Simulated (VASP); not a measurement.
Runs of VASP 6.6.1 on Ir. The structure is that of space group Fm-3m (No. 225), or close to it. The cells are those of the table. 

| task | spin | cell | k mesh | cutoff (eV) | smearing | gap on the mesh (eV) | pressure (GPa) | moment (μB) |
| --- | --- | --- | --- | --- | --- | --- | --- | --- |
| single point | off | a = 2.738 Å, angles 60.0°, 1 atom | 14 × 14 × 14 | 520 | methfessel-paxton 0.01 eV | none | 0.3 | - |
| single point | off | a = 2.701 Å, angles 60.0°, 1 atom | 23 × 23 × 23 | 520 | fermi-dirac 0.1 eV | none | 16.2 | - |
| single point | collinear, ferromagnetic start | a = 2.774 Å, angles 60.0°, 1 atom | 23 × 23 × 23 | 520 | fermi-dirac 0.05 eV | none | -12.2 | 0.00 |
| single point | collinear, ferromagnetic start | a = 2.738 Å, angles 60.0°, 1 atom | 7 × 7 × 7 | 520 | fermi-dirac 0.1 eV | none | -0.7 | 0.00 |
| single point | off | a = 2.738 Å, angles 60.0°, 1 atom | 14 × 14 × 14 | 520 | fermi-dirac 0.03 eV | none | 0.3 | - |
| relaxation of cell and atoms | collinear, ferromagnetic start | relaxed from a = 2.715 Å, angles 60.0°, 1 atom | 14 × 14 × 14 | 600 | fermi-dirac 0.05 eV | none | 0.0 | 0.00 |
| single point | off | a = 2.738 Å, angles 60.0°, 1 atom | 14 × 14 × 14 | 520 | gaussian 0.3 eV | none | (a) | - |
| single point | off | a = 2.738 Å, angles 60.0°, 1 atom | 14 × 14 × 14 | 520 | methfessel-paxton 0.03 eV | none | 0.3 | - |

Alike in all rows: level PBE; potentials or basis VASP PAW PBE potentials, release 64 (Ir).

Q: Estimate the missing entries.

A: (a) 0.6.

Caveats: some runs use coarse meshes; spin-orbit coupling is left out, which moves the levels of the heavy elements.

A k mesh can miss the band edges, and the runs leave out spin-orbit coupling on Ir.

A gap of «none» marks levels without a gap at the run's occupations.
